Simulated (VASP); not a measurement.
Wanted: the native input for a VASP 6.6.1 run.

```
Task                   : single point
Functional             : PBEsol
Potentials or basis    : VASP PAW PBE potentials, release 64 (Ba_sv, Zr_sv, O)
Cutoff                 : 520 eV
k mesh                 : 6 × 6 × 6
Occupations            : gaussian, width 0.01 eV
Spin                   : no spin polarisation
Dipole correction      : no
Further INCAR settings : ALGO = Normal; EDIFF = 1e-06; NBANDS = 28
```

The structure of BaZrO3 lies in POSCAR:

```
BaZrO3
1.0
    4.1806150123      0.0000000000      0.0000000000
    0.0000000000      4.1806150123      0.0000000000
    0.0000000000      0.0000000000      4.1806150123
Ba Zr O
1 1 3
Direct
    0.0000000000      0.0000000000      0.0000000000
    0.5000000000      0.5000000000      0.5000000000
    0.0000000000      0.5000000000      0.5000000000
    0.5000000000      0.0000000000      0.5000000000
    0.5000000000      0.5000000000      0.0000000000
```

The input as run:

INCAR

```
  PREC = Accurate
  ENCUT = 520
  EDIFF = 1E-6
  ISMEAR = 0
  SIGMA = 0.01
  LREAL = F
  LASPH = T
  NELM = 80
  ALGO = Normal
  ISIF = 2
  LWAVE = F
  LCHARG = F
  GGA = PS
  NBANDS = 28
```

KPOINTS

```
regular mesh
0
Gamma
  6 6 6
```

Potentials or basis: VASP PAW PBE potentials, release 64 (Ba_sv, Zr_sv, O).

The run is started by

```sh
$ cat potpaw_PBE.64/Ba_sv/POTCAR potpaw_PBE.64/Zr_sv/POTCAR potpaw_PBE.64/O/POTCAR > POTCAR
$ mpirun -np 1 vasp_std > vasp.out
```

It gave:

```json
{
  "Pressure": "1.2 GPa",
  "Band gap on the k mesh": "3.12 eV, indirect (least direct gap 3.33 eV)"
}
```

Caveat: the PAW data sets were made with another functional, which shifts forces and pressure a little; spin-orbit coupling is left out, which moves the levels of the heavy elements.

Run time: 47 s on 1 thread of Intel Xeon 8259CL, on a shared host, peak memory 0.2 GiB.
